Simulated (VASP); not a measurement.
Set up this calculation in VASP 6.6.1, as the native input.

```
Task                   : single point
Functional             : PBE
Potentials or basis    : VASP PAW PBE potentials, release 64 (B, N)
Cutoff                 : 600 eV
k mesh                 : 13 × 13 × 5
Occupations            : fermi-dirac, width 0.01 eV
Spin                   : no spin polarisation
Dipole correction      : no
Further INCAR settings : ALGO = Normal; EDIFF = 1e-06; NBANDS = 16
```

The structure of BN lies in POSCAR:

```
BN
1.0
    2.4883437615      0.0000000000      0.0000000000
   -1.2441718807      2.1549689108      0.0000000000
    0.0000000000      0.0000000000      6.4954828762
B N
2 2
Direct
    0.3335953975      0.6664046020      0.2500000001
    0.6664046020      0.3335953975      0.7500000004
    0.3342158661      0.6657841335      0.7500000004
    0.6657841335      0.3342158661      0.2500000001
```

One way to write it, as run:

INCAR

```
  PREC = Accurate
  ENCUT = 600
  EDIFF = 1E-6
  ISMEAR = -1
  SIGMA = 0.01
  LREAL = False
  LASPH = True
  NELM = 120
  ALGO = Normal
  ISIF = 2
  LWAVE = False
  LCHARG = False
  GGA = PE
  NBANDS = 16
  GGA_COMPAT = False
```

KPOINTS

```
regular mesh
0
Gamma
  13 13 5
```

Potentials or basis: VASP PAW PBE potentials, release 64 (B, N).

Command:

```sh
$ cat potpaw_PBE.64/B/POTCAR potpaw_PBE.64/N/POTCAR > POTCAR
$ mpirun -np 1 vasp_std > vasp.out
```

Results of the run:

| Property | Result |
| --- | --- |
| Pressure | 8.4 GPa |
| Largest force | 0.217 eV/Å |
| Band gap on the k mesh | 4.27 eV (least direct gap 4.65 eV) |

Caveat: the cell stands under pressure; an odd mesh through Γ misses points on the zone boundary, where band edges can lie; this functional lacks dispersion, which binds the layers, so the pressure and a relaxed spacing across them are unreliable.

It took 60 s on 1 thread of Intel(R) Xeon(R) Platinum 8375C CPU @ 2.90GHz (Ice Lake), with other jobs on the host, peak memory 0.21 GiB.
